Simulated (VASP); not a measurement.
# SrBr2 (MoS2 1H type) (P-6m2) in VASP: single point with LDA

Aim: the single point of SrBr2 (MoS2 1H type) with LDA.

Everything below comes from runs of VASP 6.6.1. Logs are shortened: lines on timing, memory, paths and dates and some standing lists are left out, and cuts for length are marked.

## 1. The cell of the first run

It takes space group P-6m2 (No. 187, hexagonal). The conventional cell has a = 4.202 Å, b = 4.202 Å, c = 7.290 Å, α = 90.00°, β = 90.00°, γ = 120.00°. Sr (site symmetry -6m2) has 6 Br at 3.01 Å within 4.0 Å. Br (site symmetry 3m) has 3 Sr at 3.01 Å and 2 Br at 3.55 to 3.74 Å within 4.0 Å.

## 2. Single point, LDA

Input file POSCAR:

```
SrBr2
1.0
    4.2018144460      0.0000000000      0.0000000000
   -2.1009072230      3.6388780522      0.0000000000
    0.0000000000      0.0000000000      7.2898609864
Sr Br
1 2
Direct
    0.0000000000      0.0000000000      0.0000000000
    0.3333333333      0.6666666667      0.2438124328
    0.3333333333      0.6666666667      0.7561875672
```

Input file INCAR.step1:

```
ALGO = Normal
EDIFF = 1E-6
ENCUT = 520
GGA = CA
ISIF = 2
ISMEAR = -1
LASPH = True
LCHARG = True
LREAL = False
LWAVE = False
NBANDS = 19
NELM = 60
PREC = Accurate
SIGMA = 0.03
```

Input file KPOINTS.step1:

```
k-points
0
Gamma
  10 10 5
```

Input file INCAR.step2:

```
ALGO = Normal
EDIFF = 1E-6
ENCUT = 520
GGA = CA
ICHARG = 11
ISIF = 2
ISMEAR = -5
LASPH = True
LCHARG = False
LORBIT = 10
LREAL = False
LWAVE = False
NEDOS = 1001
NELM = 60
PREC = Accurate
SIGMA = 0.03
```

Input file KPOINTS.step2:

```
k-points
0
Gamma
  15 15 8
```

Potentials or basis: VASP PAW LDA potentials, release 64 (Sr_sv, Br).

Launch:

```
> cat potpaw_LDA.64/Sr_sv/POTCAR potpaw_LDA.64/Br/POTCAR > POTCAR
> cp INCAR.step1 INCAR
> cp KPOINTS.step1 KPOINTS
> mpirun -np 1 vasp_std > vasp.out
> cp INCAR.step2 INCAR
> cp KPOINTS.step2 KPOINTS
> mpirun -np 1 vasp_std > vasp.out
```

OUTCAR:

```text
EDIFF = 1E-6
   ENCUT = 520
   GGA = CA
   ICHARG = 11
   ISIF = 2
   ISMEAR = -5
   LASPH = True
   LORBIT = 10
   LREAL = False
   NELM = 60
   PREC = Accurate

 ion  position               nearest neighbor table
   1  0.000  0.000  0.000-   2 3.01   3 3.01   2 3.01   3 3.01   2 3.01   3 3.01
   2  0.333  0.667  0.244-   1 3.01   1 3.01   1 3.01
   3  0.333  0.667  0.756-   1 3.01   1 3.01   1 3.01

  LATTYP: Found a hexagonal cell.
 ALAT       =     4.2018144460
 C/A-ratio  =     1.7349316778

  Lattice vectors:

 A1 = (   4.2018144460,   0.0000000000,   0.0000000000)
 A2 = (  -2.1009072230,   3.6388780522,   0.0000000000)
 A3 = (   0.0000000000,   0.0000000000,   7.2898609864)

Analysis of symmetry for initial positions (statically):
=====================================================================
 Subroutine PRICEL returns:
 Original cell was already a primitive cell.

 Routine SETGRP: Setting up the symmetry group for a
 hexagonal supercell.

 Subroutine GETGRP returns: Found 12 space group operations
 (whereof 12 operations were pure point group operations)
 out of a pool of 24 trial point group operations.

The static configuration has the point symmetry D_3h.

Analysis of symmetry for dynamics (positions and initial velocities):
=====================================================================
 Subroutine PRICEL returns:
 Original cell was already a primitive cell.

 Routine SETGRP: Setting up the symmetry group for a
 hexagonal supercell.

 Subroutine GETGRP returns: Found 12 space group operations
 (whereof 12 operations were pure point group operations)
 out of a pool of 24 trial point group operations.

The dynamic configuration has the point symmetry D_3h.

 Subroutine INISYM returns: Found 12 space group operations
 (whereof 12 operations are pure point group operations),
 and found     1 'primitive' translations

----------------------------------------------------------------------------------------

                                     Primitive cell

  volume of cell :     111.4612

  direct lattice vectors                    reciprocal lattice vectors
     4.201814446  0.000000000  0.000000000     0.237992423  0.137404989  0.000000000
    -2.100907223  3.638878052  0.000000000     0.000000000  0.274809979  0.000000000
     0.000000000  0.000000000  7.289860986     0.000000000  0.000000000  0.137176827

  length of vectors
     4.201814446  4.201814446  7.289860986     0.274809979  0.274809979  0.137176827

  position of ions in fractional coordinates (direct lattice)
     0.000000000  0.000000000  0.000000000
     0.333333333  0.666666667  0.243812433
     0.333333333  0.666666667  0.756187567

  ion indices of the primitive-cell ions
   primitive index   ion index
                 1           1
                 2           2
                 3           3

----------------------------------------------------------------------------------------

 KPOINTS: k-points

Automatic generation of k-mesh.
 Grid dimensions read from file:
 generate k-points for:   15   15    8

 Generating k-lattice:

  Cartesian coordinates                     Fractional coordinates (reciprocal lattice)
     0.015866162  0.009160333  0.000000000     0.066666667  0.000000000  0.000000000
     0.000000000  0.018320665  0.000000000     0.000000000  0.066666667  0.000000000
     0.000000000  0.000000000  0.017147103     0.000000000  0.000000000  0.125000000

  Length of vectors
     0.018320665  0.018320665  0.017147103

  Shift w.r.t. Gamma in fractional coordinates (k-lattice)
     0.000000000  0.000000000  0.000000000

 TETIRR: Found   1832 inequivalent tetrahedra from    10800

 Subroutine IBZKPT returns following result:
 ===========================================

 Found    135 irreducible k-points:

 Following reciprocal coordinates:
            Coordinates               Weight
  0.000000  0.000000  0.000000      1.000000
  0.066667 -0.000000  0.000000      6.000000
  0.133333 -0.000000  0.000000      6.000000
  0.200000 -0.000000  0.000000      6.000000
  0.266667 -0.000000  0.000000      6.000000
  0.333333 -0.000000  0.000000      6.000000
[... 16 lines left out ...]
  0.333333  0.200000  0.000000     12.000000
  0.400000  0.200000  0.000000      6.000000
 [... further k-points ...]
   k-points           NKPTS =    135   k-points in BZ     NKDIM =    135   number of bands    NBANDS=     16
   number of dos      NEDOS =   1001   number of ions     NIONS =      3
   total plane-waves  NPLWV =  55296
   dimension x,y,z NGX =    32 NGY =   32 NGZ =   54
   dimension x,y,z NGXF=    64 NGYF=   64 NGZF=  108
   ions per type =               1   2
   NGX,Y,Z   is equivalent  to a cutoff of  12.66, 12.66, 12.31 a.u.
   NGXF,Y,Z  is equivalent  to a cutoff of  25.32, 25.32, 24.63 a.u.
 SYSTEM =  unknown system
   PREC   = accura    normal or accurate (medium, high low for compatibility)
   ISTART =      0    job   : 0-new  1-cont  2-samecut
   ICHARG =     11    charge: 1-file 2-atom 10-const
   ISPIN  =      1    spin polarized calculation?
   LNONCOLLINEAR =      F non collinear calculations
   LSORBIT =      F    spin-orbit coupling
   LASPH  =      T    aspherical Exc in radial PAW
   ENCUT  =  520.0 eV  38.22 Ry    6.18 a.u.   7.81  7.81 13.55*2*pi/ulx,y,z
   NELM   =     60;   NELMIN=  2; NELMDL=  0     # of ELM steps
   EDIFF  = 0.1E-05   stopping-criterion for ELM
   LREAL  =      F    real-space projection
   EDIFFG = 0.1E-04   stopping-criterion for IOM
   NSW    =      0    number of steps for IOM
   IBRION =     -1    ionic relax: 0-MD 1-quasi-New 2-CG
   NFREE  =      0    steps in history (QN), initial steepest desc. (CG)
   ISIF   =      2    stress and relaxation
   ISYM   =      2    0-nonsym 1-usesym 2-fastsym
   POTIM  = 0.5000    time-step for ionic-motion
   TEBEG  =    0.0;   TEEND  =   0.0 temperature during run
   PSTRESS=    0.0 pullay stress
   NELECT =      24.0000    total number of electrons
   NUPDOWN=      -1.0000    fix difference up-down
   EMIN   =  10.00;   EMAX   =-10.00  energy-range for DOS
   EFERMI =   0.00;   METHOD = LEGACY
   ISMEAR =    -5;   SIGMA  =   0.03  broadening in eV -4-tet -1-fermi 0-gaus
   EFERMI_NEDOS =   21; number of points for ismear=-14 and -15
   IALGO  =     38    algorithm
   IMIX   =      4    mixing-type and parameters
     AMIX     =   0.40;   BMIX     =  1.00
     AMIX_MAG =   1.60;   BMIX_MAG =  1.00
  volume/ion in A,a.u.               =      37.15       250.73
  Fermi-wavevector in a.u.,A,eV,Ry     =   0.981230  1.854255 13.099850  0.962812
  Thomas-Fermi vector in A             =   2.112220
   LORBIT       =     10    0 simple, 1 ext, 2 COOP (PROOUT), +10 PAW based schemes
   GGA     = CA    functional components
   LHFCALC =     F    Hartree Fock is set to
   AEXX    =    0.0000 exact exchange contribution
   IVDW    =     0    specifies the selected vdW correction
   LEPSILON=     F    determine dielectric tensor
   LRPA    =     F    only Hartree local field effects (RPA)
 non-spin polarized calculation
 Fermi weights with tetrahedron method with Bloechl corrections
  energy-cutoff  :      520.00
  volume of cell :      111.46
 maximum number of plane-waves:      3028
 NGX is ok and might be reduce to    32

 number of electron      23.9999999 magnetization

 Free energy of the ion-electron system (eV)
  ---------------------------------------------------
  ext. energy  EPLUGINS =         0.00000000
  ---------------------------------------------------
  free energy    TOTEN  =       -12.06876541 eV

  energy without entropy =      -12.06876541  energy(sigma->0) =      -12.06876541

 E-fermi :  -0.8180     XC(G=0):  -7.9581

 val. band max:       -0.8268256746   @ k =   0.0667   0.0667   0.0000
 cond. band min:       2.8551237789   @ k =   0.4667  -0.0000   0.0000
 fundamental gap:      3.6819494536
 Fermi energy:        -0.8180237982

 k-point     1 :       0.0000    0.0000    0.0000
  band No.  band energies     occupation
      1     -34.1329      2.00000
      2     -16.5099      2.00000
      3     -16.2359      2.00000
      4     -16.2359      2.00000
      5     -14.1775      2.00000
      6     -13.4817      2.00000
[... 8 lines left out ...]
     15       4.9605      0.00000
     16       4.9606      0.00000

 k-point     2 :       0.0667   -0.0000    0.0000
  band No.  band energies     occupation
      1     -34.1322      2.00000
      2     -16.5006      2.00000
      3     -16.2587      2.00000
      4     -16.2384      2.00000
      5     -14.1531      2.00000
      6     -13.4906      2.00000
[... 8 lines left out ...]
     15       4.9557      0.00000
     16       4.9966      0.00000

 k-point     3 :       0.1333   -0.0000    0.0000
  band No.  band energies     occupation
      1     -34.1303      2.00000
      2     -16.4738      2.00000
      3     -16.3208      2.00000
      4     -16.2457      2.00000
      5     -14.0865      2.00000
      6     -13.5161      2.00000
[... 8 lines left out ...]
     15       5.0144      0.00000
     16       5.1095      0.00000

 k-point     4 :       0.2000   -0.0000    0.0000
  band No.  band energies     occupation
      1     -34.1274      2.00000
      2     -16.4332      2.00000
      3     -16.4061      2.00000
      4     -16.2563      2.00000
      5     -13.9942      2.00000
      6     -13.5546      2.00000
[... 8 lines left out ...]
     15       5.1777      0.00000
     16       5.2294      0.00000
[... 324 lines left out ...]
 k-point    22 :       0.2667    0.2000    0.0000
  band No.  band energies     occupation
      1     -34.1178      2.00000
      2     -16.6150      2.00000
      3     -16.3351      2.00000
      4     -16.2892      2.00000
      5     -13.7176      2.00000
      6     -13.6916      2.00000
[... 8 lines left out ...]
     15       5.9451      0.00000
     16       6.0309      0.00000

 k-point    23 :       0.3333    0.2000    0.0000
  band No.  band energies     occupation
      1     -34.1163      2.00000
      2     -16.6427      2.00000
      3     -16.3518      2.00000
      4     -16.2638      2.00000
      5     -13.7157      2.00000
      6     -13.6750      2.00000
[... 8 lines left out ...]
     15       6.1219      0.00000
     16       6.1423      0.00000

 k-point    24 :       0.4000    0.2000    0.0000
  band No.  band energies     occupation
      1     -34.1157      2.00000
      2     -16.6522      2.00000
      3     -16.3578      2.00000
      4     -16.2547      2.00000
      5     -13.7244      2.00000
      6     -13.6601      2.00000
[... 8 lines left out ...]
     15       6.1816      0.00000
     16       6.2464      0.00000

 [... further k-points ...]

------------------------ aborting loop because EDIFF is reached ----------------------------------------

  FORCE on cell =-STRESS in cart. coord.  units (eV):
  Direction    XX          YY          ZZ          XY          YZ          ZX
  --------------------------------------------------------------------------------------
  -------------------------------------------------------------------------------------
  Total        0.1036816      0.1036816      0.0991875      0.0000000      0.0000000      0.0000000
  in kB        1.4903516      1.4903516      1.4257521      0.0000000      0.0000000      0.0000000
  external PRESSURE =       1.4688184 kB  Pullay stress =       0.0000000 kB

 VOLUME and BASIS-vectors are now :
 -----------------------------------------------------------------------------
  energy-cutoff  :      520.00
  volume of cell :      111.46
      direct lattice vectors                 reciprocal lattice vectors
     4.201814446  0.000000000  0.000000000     0.237992423  0.137404989  0.000000000
    -2.100907223  3.638878052  0.000000000     0.000000000  0.274809979  0.000000000
     0.000000000  0.000000000  7.289860986     0.000000000  0.000000000  0.137176827

 POSITION                                       TOTAL-FORCE (eV/Angst)
 -----------------------------------------------------------------------------------
      0.00000      0.00000      0.00000        -0.000000      0.000000      0.000000
     -0.00000      2.42592      1.77736         0.000000     -0.000000      0.027883
     -0.00000      2.42592      5.51250         0.000000      0.000000     -0.027883
 -----------------------------------------------------------------------------------
    total drift:                                0.000497     -0.000287     -0.000000

  FREE ENERGIE OF THE ION-ELECTRON SYSTEM (eV)
  ---------------------------------------------------
  free  energy   TOTEN  =       -12.0687654115 eV

  energy  without entropy=      -12.0687654115  energy(sigma->0) =      -12.06876541

 total charge

# of ion       s       p       d       tot
------------------------------------------
    1        2.012   5.775   0.221   8.008
    2        1.608   3.276   0.008   4.892
    3        1.608   3.276   0.008   4.892
--------------------------------------------------
tot          5.228  12.328   0.237  17.792
```

Wall time 1.8 min (1 thread of Intel Xeon Platinum 8488C (Sapphire Rapids), shared host); peak memory 0.37 GiB.

Results:

```
Valence electrons inside the program's atomic spheres : Sr 8.01; Br 4.89
```

Levels at points of the mesh, in eV from the valence-band top:
| k point | band 9 | band 10 | band 11 | band 12 | band 13 | band 14 | band 15 | band 16 |
| --- | --- | --- | --- | --- | --- | --- | --- | --- |
| (0.00, 0.00, 0.00) | -1.00 | -0.66 | -0.66 | 0.00 | 3.69 | 5.10 | 5.79 | 5.79 |
| (0.00, 0.00, 0.50) | -0.93 | -0.93 | -0.74 | -0.74 | 4.33 | 5.39 | 5.80 | 5.89 |
